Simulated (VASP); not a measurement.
# SrO (Fm-3m) in VASP: notebook

The runs below take SrO through single point, with PBE.

Program: VASP 6.6.1. These are calculated values, not measurements. Logs are shortened: lines on timing, memory, paths and dates and some standing lists are left out, and cuts for length are marked.

## 1. The cell of the first run

Symmetry: Fm-3m, No. 225, cubic system. Conventional cell: a = 5.297 Å, b = 5.297 Å, c = 5.297 Å, α = 90.00°, β = 90.00°, γ = 90.00°. Within 3.5 Å of Sr (site symmetry m-3m) lie 6 O at 2.65 Å. Within 3.5 Å of O (site symmetry m-3m) lie 6 Sr at 2.65 Å.

## 2. Single point, PBE (volume scaled by 1.06)

File INCAR:

```
SYSTEM = SrO
PREC     = Accurate       ! precision mode
ENCUT    = 520            ! plane-wave cutoff, eV
EDIFF    = 1E-7           ! SCF threshold, eV
ISMEAR   = 0              ! smearing method
SIGMA    = 0.02           ! smearing width, eV
LREAL    = .FALSE.        ! projectors in reciprocal space
LASPH    = .TRUE.         ! aspherical terms in the spheres
NELM     = 100            ! most SCF steps
ALGO     = Normal         ! electronic algorithm
ISIF     = 2              ! what is computed and relaxed
LWAVE    = .FALSE.        ! write WAVECAR
LCHARG   = .FALSE.        ! write CHGCAR
GGA      = PE             ! functional
NBANDS   = 15             ! bands
```

File KPOINTS:

```
Automatic mesh
0
G
  8 8 8
  0 0 0
```

File POSCAR:

```
SrO
1.0
    0.0000000000      2.6483148669      2.6483148669
    2.6483148669      0.0000000000      2.6483148669
    2.6483148669      2.6483148669      0.0000000000
Sr O
1 1
Direct
    0.5000000000      0.5000000000      0.5000000000
    0.0000000000      0.0000000000      0.0000000000
```

Potentials or basis: VASP PAW PBE potentials, release 64 (Sr_sv, O).

The run is started by

```bash
> cat potpaw_PBE.64/Sr_sv/POTCAR potpaw_PBE.64/O/POTCAR > POTCAR
> mpirun -np 1 vasp_std > vasp.out
```

OUTCAR:

```text
SYSTEM = SrO
   PREC = Accurate
   ENCUT = 520
   EDIFF = 1E-7
   ISMEAR = 0
   LREAL = .FALSE.
   LASPH = .TRUE.
   NELM = 100
   ISIF = 2
   GGA = PE

 ion  position               nearest neighbor table
   1  0.500  0.500  0.500-   2 2.65   2 2.65   2 2.65   2 2.65   2 2.65   2 2.65
   2  0.000  0.000  0.000-   1 2.65   1 2.65   1 2.65   1 2.65   1 2.65   1 2.65

  LATTYP: Found a face centered cubic cell.
 ALAT       =     5.2966297338

  Lattice vectors:

 A1 = (   0.0000000000,   2.6483148669,   2.6483148669)
 A2 = (   2.6483148669,   0.0000000000,   2.6483148669)
 A3 = (   2.6483148669,   2.6483148669,   0.0000000000)

Analysis of symmetry for initial positions (statically):
=====================================================================
 Subroutine PRICEL returns:
 Original cell was already a primitive cell.

 Routine SETGRP: Setting up the symmetry group for a
 face centered cubic supercell.

 Subroutine GETGRP returns: Found 48 space group operations
 (whereof 48 operations were pure point group operations)
 out of a pool of 48 trial point group operations.

The static configuration has the point symmetry O_h .

Analysis of symmetry for dynamics (positions and initial velocities):
=====================================================================
 Subroutine PRICEL returns:
 Original cell was already a primitive cell.

 Routine SETGRP: Setting up the symmetry group for a
 face centered cubic supercell.

 Subroutine GETGRP returns: Found 48 space group operations
 (whereof 48 operations were pure point group operations)
 out of a pool of 48 trial point group operations.

The dynamic configuration has the point symmetry O_h .

 Subroutine INISYM returns: Found 48 space group operations
 (whereof 48 operations are pure point group operations),
 and found     1 'primitive' translations

----------------------------------------------------------------------------------------

                                     Primitive cell

  volume of cell :      37.1483

  direct lattice vectors                    reciprocal lattice vectors
     0.000000000  2.648314867  2.648314867    -0.188799303  0.188799303  0.188799303
     2.648314867  0.000000000  2.648314867     0.188799303 -0.188799303  0.188799303
     2.648314867  2.648314867  0.000000000     0.188799303  0.188799303 -0.188799303

  length of vectors
     3.745282802  3.745282802  3.745282802     0.327009985  0.327009985  0.327009985

  position of ions in fractional coordinates (direct lattice)
     0.500000000  0.500000000  0.500000000
     0.000000000  0.000000000  0.000000000

  ion indices of the primitive-cell ions
   primitive index   ion index
                 1           1
                 2           2

----------------------------------------------------------------------------------------

 KPOINTS: Automatic mesh

Automatic generation of k-mesh.
 Grid dimensions read from file:
 generate k-points for:    8    8    8

 Generating k-lattice:

  Cartesian coordinates                     Fractional coordinates (reciprocal lattice)
    -0.023599913  0.023599913  0.023599913     0.125000000  0.000000000  0.000000000
     0.023599913 -0.023599913  0.023599913     0.000000000  0.125000000  0.000000000
     0.023599913  0.023599913 -0.023599913     0.000000000  0.000000000  0.125000000

  Length of vectors
     0.040876248  0.040876248  0.040876248

  Shift w.r.t. Gamma in fractional coordinates (k-lattice)
     0.000000000  0.000000000  0.000000000

 Subroutine IBZKPT returns following result:
 ===========================================

 Found     29 irreducible k-points:

 Following reciprocal coordinates:
            Coordinates               Weight
  0.000000  0.000000  0.000000      1.000000
  0.125000  0.000000  0.000000      8.000000
  0.250000  0.000000  0.000000      8.000000
  0.375000  0.000000  0.000000      8.000000
  0.500000  0.000000  0.000000      4.000000
  0.125000  0.125000  0.000000      6.000000
[... 16 lines left out ...]
  0.500000  0.250000  0.125000     48.000000
 -0.375000  0.250000  0.125000     24.000000
 [... further k-points ...]
   k-points           NKPTS =     29   k-points in BZ     NKDIM =     29   number of bands    NBANDS=     15
   number of dos      NEDOS =    301   number of ions     NIONS =      2
   total plane-waves  NPLWV =  21952
   dimension x,y,z NGX =    28 NGY =   28 NGZ =   28
   dimension x,y,z NGXF=    56 NGYF=   56 NGZF=   56
   ions per type =               1   1
   NGX,Y,Z   is equivalent  to a cutoff of  12.43, 12.43, 12.43 a.u.
   NGXF,Y,Z  is equivalent  to a cutoff of  24.86, 24.86, 24.86 a.u.
 SYSTEM =  SrO
   PREC   = accura    normal or accurate (medium, high low for compatibility)
   ISTART =      0    job   : 0-new  1-cont  2-samecut
   ICHARG =      2    charge: 1-file 2-atom 10-const
   ISPIN  =      1    spin polarized calculation?
   LNONCOLLINEAR =      F non collinear calculations
   LSORBIT =      F    spin-orbit coupling
   LASPH  =      T    aspherical Exc in radial PAW
   ENCUT  =  520.0 eV  38.22 Ry    6.18 a.u.   6.96  6.96  6.96*2*pi/ulx,y,z
   NELM   =    100;   NELMIN=  2; NELMDL= -5     # of ELM steps
   EDIFF  = 0.1E-06   stopping-criterion for ELM
   LREAL  =      F    real-space projection
   EDIFFG = 0.1E-05   stopping-criterion for IOM
   NSW    =      0    number of steps for IOM
   IBRION =     -1    ionic relax: 0-MD 1-quasi-New 2-CG
   NFREE  =      0    steps in history (QN), initial steepest desc. (CG)
   ISIF   =      2    stress and relaxation
   ISYM   =      2    0-nonsym 1-usesym 2-fastsym
   POTIM  = 0.5000    time-step for ionic-motion
   TEBEG  =    0.0;   TEEND  =   0.0 temperature during run
   PSTRESS=    0.0 pullay stress
   NELECT =      16.0000    total number of electrons
   NUPDOWN=      -1.0000    fix difference up-down
   EMIN   =  10.00;   EMAX   =-10.00  energy-range for DOS
   EFERMI =   0.00;   METHOD = LEGACY
   ISMEAR =     0;   SIGMA  =   0.02  broadening in eV -4-tet -1-fermi 0-gaus
   EFERMI_NEDOS =   21; number of points for ismear=-14 and -15
   IALGO  =     38    algorithm
   IMIX   =      4    mixing-type and parameters
     AMIX     =   0.40;   BMIX     =  1.00
     AMIX_MAG =   1.60;   BMIX_MAG =  1.00
  volume/ion in A,a.u.               =      18.57       125.34
  Fermi-wavevector in a.u.,A,eV,Ry     =   1.236332  2.336329 20.796743  1.528518
  Thomas-Fermi vector in A             =   2.370945
   LORBIT       =      0    0 simple, 1 ext, 2 COOP (PROOUT), +10 PAW based schemes
   GGA     = PE    functional components
   LHFCALC =     F    Hartree Fock is set to
   AEXX    =    0.0000 exact exchange contribution
   IVDW    =     0    specifies the selected vdW correction
   LEPSILON=     F    determine dielectric tensor
   LRPA    =     F    only Hartree local field effects (RPA)
 non-spin polarized calculation
 Gauss-broadening in eV      SIGMA  =   0.02
  energy-cutoff  :      520.00
  volume of cell :       37.15
 maximum number of plane-waves:      1012
   NGX = 13   NGY = 13   NGZ = 13

 number of electron      16.0000007 magnetization

 Free energy of the ion-electron system (eV)
  ---------------------------------------------------
  ext. energy  EPLUGINS =         0.00000000
  ---------------------------------------------------
  free energy    TOTEN  =       -12.03202924 eV

  energy without entropy =      -12.03202924  energy(sigma->0) =      -12.03202924

 E-fermi :   1.4068     XC(G=0):  -9.6143

 val. band max:        1.2660613530   @ k =   0.0000   0.0000   0.0000
 cond. band min:       4.5631768009   @ k =   0.5000   0.5000   0.0000
 fundamental gap:      3.2971154479
 Fermi energy:         1.4067561557

 k-point     1 :       0.0000    0.0000    0.0000
  band No.  band energies     occupation
      1     -31.4522      2.00000
      2     -13.7126      2.00000
      3     -13.1685      2.00000
      4     -13.1685      2.00000
      5     -13.1685      2.00000
      6       1.2661      2.00000
      7       1.2661      2.00000
      8       1.2661      2.00000
      9       4.6460      0.00000
     10       7.2700      0.00000
     11       7.2700      0.00000
     12       7.2700      0.00000
     13       9.2448      0.00000
     14       9.2448      0.00000
     15      13.5348      0.00000

 k-point     2 :       0.1250    0.0000    0.0000
  band No.  band energies     occupation
      1     -31.4389      2.00000
      2     -14.1119      2.00000
      3     -13.1784      2.00000
      4     -13.1784      2.00000
      5     -12.8043      2.00000
      6       0.8348      2.00000
      7       1.0990      2.00000
      8       1.0990      2.00000
      9       5.3142      0.00000
     10       7.1250      0.00000
     11       7.5459      0.00000
     12       7.5459      0.00000
     13       9.5952      0.00000
     14       9.5952      0.00000
     15      14.4372      0.00000

 k-point     3 :       0.2500    0.0000    0.0000
  band No.  band energies     occupation
      1     -31.4064      2.00000
      2     -14.6300      2.00000
      3     -13.2021      2.00000
      4     -13.2021      2.00000
      5     -12.3708      2.00000
      6       0.0717      2.00000
      7       0.7347      2.00000
      8       0.7347      2.00000
      9       6.7181      0.00000
     10       7.0867      0.00000
     11       8.2903      0.00000
     12       8.2903      0.00000
     13      10.4803      0.00000
     14      10.4803      0.00000
     15      16.1647      0.00000

 k-point     4 :       0.3750    0.0000    0.0000
  band No.  band energies     occupation
      1     -31.3735      2.00000
      2     -14.9985      2.00000
      3     -13.2254      2.00000
      4     -13.2254      2.00000
      5     -12.0871      2.00000
      6      -0.5213      2.00000
      7       0.4125      2.00000
      8       0.4125      2.00000
      9       7.2512      0.00000
     10       8.2859      0.00000
     11       9.1824      0.00000
     12       9.1824      0.00000
     13      11.5995      0.00000
     14      11.5995      0.00000
     15      15.6124      0.00000
[... 307 lines left out ...]
 k-point    22 :       0.3750    0.2500    0.1250
  band No.  band energies     occupation
      1     -31.3827      2.00000
      2     -14.6491      2.00000
      3     -13.3612      2.00000
      4     -13.2465      2.00000
      5     -12.3944      2.00000
      6      -0.0920      2.00000
      7       0.6561      2.00000
      8       0.9834      2.00000
      9       6.1950      0.00000
     10       7.1561      0.00000
     11       9.0783      0.00000
     12       9.3476      0.00000
     13      10.6406      0.00000
     14      11.2995      0.00000
     15      16.6952      0.00000

 k-point    23 :       0.5000    0.2500    0.1250
  band No.  band energies     occupation
      1     -31.3566      2.00000
      2     -14.7951      2.00000
      3     -13.4404      2.00000
      4     -13.2997      2.00000
      5     -12.3170      2.00000
      6      -0.1773      2.00000
      7       0.4447      2.00000
      8       0.7542      2.00000
      9       6.6264      0.00000
     10       7.8954      0.00000
     11       9.5610      0.00000
     12       9.8380      0.00000
     13      11.5848      0.00000
     14      12.4482      0.00000
     15      14.5104      0.00000

 k-point    24 :      -0.3750    0.2500    0.1250
  band No.  band energies     occupation
      1     -31.3457      2.00000
      2     -14.8524      2.00000
      3     -13.4583      2.00000
      4     -13.3377      2.00000
      5     -12.2874      2.00000
      6      -0.2074      2.00000
      7       0.4856      2.00000
      8       0.5237      2.00000
      9       7.3060      0.00000
     10       7.6393      0.00000
     11       9.8556      0.00000
     12      10.2031      0.00000
     13      12.0565      0.00000
     14      13.2844      0.00000
     15      13.5410      0.00000

 [... further k-points ...]
[... 5 lines left out ...]
  --------------------------------------------------------------------------------------
  -------------------------------------------------------------------------------------
  Total       -0.9109962     -0.9109962     -0.9109962      0.0000000      0.0000000     -0.0000000
  in kB      -39.2905654    -39.2905654    -39.2905654      0.0000000      0.0000000     -0.0000000
  external PRESSURE =     -39.2905654 kB  Pullay stress =       0.0000000 kB

 VOLUME and BASIS-vectors are now :
 -----------------------------------------------------------------------------
  energy-cutoff  :      520.00
  volume of cell :       37.15
      direct lattice vectors                 reciprocal lattice vectors
     0.000000000  2.648314867  2.648314867    -0.188799303  0.188799303  0.188799303
     2.648314867  0.000000000  2.648314867     0.188799303 -0.188799303  0.188799303
     2.648314867  2.648314867  0.000000000     0.188799303  0.188799303 -0.188799303

 POSITION                                       TOTAL-FORCE (eV/Angst)
 -----------------------------------------------------------------------------------
      2.64831      2.64831      2.64831        -0.000000      0.000000     -0.000000
      0.00000      0.00000      0.00000         0.000000     -0.000000      0.000000
 -----------------------------------------------------------------------------------
    total drift:                                0.000000      0.000000      0.000000

  FREE ENERGIE OF THE ION-ELECTRON SYSTEM (eV)
  ---------------------------------------------------
  free  energy   TOTEN  =       -12.0320292440 eV

  energy  without entropy=      -12.0320292440  energy(sigma->0) =      -12.03202924
```

Run time: 11 s. Hardware: 1 thread of Intel Xeon Platinum 8559C (Emerald Rapids), shared host; peak memory 0.16 GiB.

What came out:

| Item | Value |
| --- | --- |
| Free energy | -12.0320 eV |
| Pressure | -3.9 GPa |
| Band gap on the k mesh | 3.30 eV, indirect (least direct gap 3.38 eV) |

Levels at points of the mesh, in eV from the valence-band top:
```
           k point  band 6  band 7  band 8  band 9  band 10  band 11
(0.00, 0.00, 0.00)    0.00    0.00    0.00    3.38     6.00     6.00
(0.50, 0.00, 0.00)   -2.01   -0.98   -0.98    6.17     7.76     8.34
(0.50, 0.50, 0.00)   -0.56   -0.14   -0.14    3.30     7.15     9.59
```

 A k mesh can miss the band edges.

## 3. Single point, PBE (volume scaled by 1.10)

File INCAR:

```
ALGO = Normal ; EDIFF = 1E-7
ENCUT = 520 ; GGA = PE
ISIF = 2 ; ISMEAR = 0
LASPH = True ; LCHARG = False
LREAL = False ; LWAVE = False
NBANDS = 15 ; NELM = 100
PREC = Accurate ; SIGMA = 0.02
```

File KPOINTS:

```
k-points
0
Gamma
  8 8 8
```

File POSCAR:

```
SrO
1.0
    0.0000000000      2.6812165524      2.6812165524
    2.6812165524      0.0000000000      2.6812165524
    2.6812165524      2.6812165524      0.0000000000
Sr O
1 1
Direct
    0.5000000000      0.5000000000      0.5000000000
    0.0000000000      0.0000000000      0.0000000000
```

Potentials or basis: VASP PAW PBE potentials, release 64 (Sr_sv, O).

The run is started by

```bash
> cat potpaw_PBE.64/Sr_sv/POTCAR potpaw_PBE.64/O/POTCAR > POTCAR
> mpirun -np 1 vasp_std > vasp.out
```

It took 9.5 s on 1 thread of Intel Xeon Platinum 8559C (Emerald Rapids), shared host; peak memory 0.16 GiB.

It converged, with:

```yaml
Free_energy: -11.9883 eV
Pressure: -6.2 GPa
Band_gap_on_the_k_mesh: 3.15 eV, direct
```

Levels at points of the mesh, in eV from the valence-band top:
```tsv
k point	band 5	band 6	band 7	band 8	band 9	band 10	band 11	band 12
(0.00, 0.00, 0.00)	-14.61	0.00	0.00	0.00	3.15	5.91	5.91	5.91
(0.50, 0.00, 0.00)	-13.42	-1.94	-0.92	-0.92	6.01	7.48	8.13	8.13
(0.50, 0.50, 0.00)	-14.85	-0.60	-0.15	-0.15	3.30	6.90	9.30	9.35
```
